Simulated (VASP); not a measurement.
Input of a VASP 6.6.1 run:

File INCAR:

```
SYSTEM = ZnO
PREC     = Accurate       ! precision mode
ENCUT    = 520            ! plane-wave cutoff, eV
EDIFF    = 1E-7           ! SCF threshold, eV
ISMEAR   = -1             ! smearing method
SIGMA    = 0.02           ! smearing width, eV
LREAL    = .False.        ! projectors in reciprocal space
LASPH    = .True.         ! aspherical terms in the spheres
NELM     = 120            ! most SCF steps
ALGO     = Normal         ! electronic algorithm
ISIF     = 2              ! what is computed and relaxed
LWAVE    = .False.        ! write WAVECAR
LCHARG   = .False.        ! write CHGCAR
GGA      = PE             ! functional
IBRION   = 2              ! ionic algorithm
NSW      = 80             ! ionic steps
EDIFFG   = -0.02          ! ionic threshold
GGA_COMPAT= .False.      
NELMIN   = 4
```

The input KPOINTS:

```
Automatic mesh
0
Gamma
  11 11 6
  0 0 0
```

Contents of POSCAR:

```
ZnO
1.0
    3.2275912892      0.0000000000      0.0000000000
   -1.6137956446      2.7951760495      0.0000000000
    0.0000000000      0.0000000000      5.1688741155
Zn O
2 2
Direct
    0.3333333333      0.6666666667      0.0004799578
    0.6666666667      0.3333333333      0.5004799578
    0.3333333333      0.6666666667      0.3816200422
    0.6666666667      0.3333333333      0.8816200422
```

Potentials or basis: VASP PAW PBE potentials, release 64 (Zn, O).

Run with:

```bash
$ cat potpaw_PBE.64/Zn/POTCAR potpaw_PBE.64/O/POTCAR > POTCAR
$ mpirun -np 1 vasp_std > vasp.out
```

Question: Estimate the band gap on the k mesh.

Answer: 0.82 eV, direct.

Stress tensor (GPa, compression positive):
```
9.07 0.00 0.00
0.00 9.07 0.00
0.00 0.00 9.78
```

Caveat: the relaxation stopped at its first step, so nothing moved.
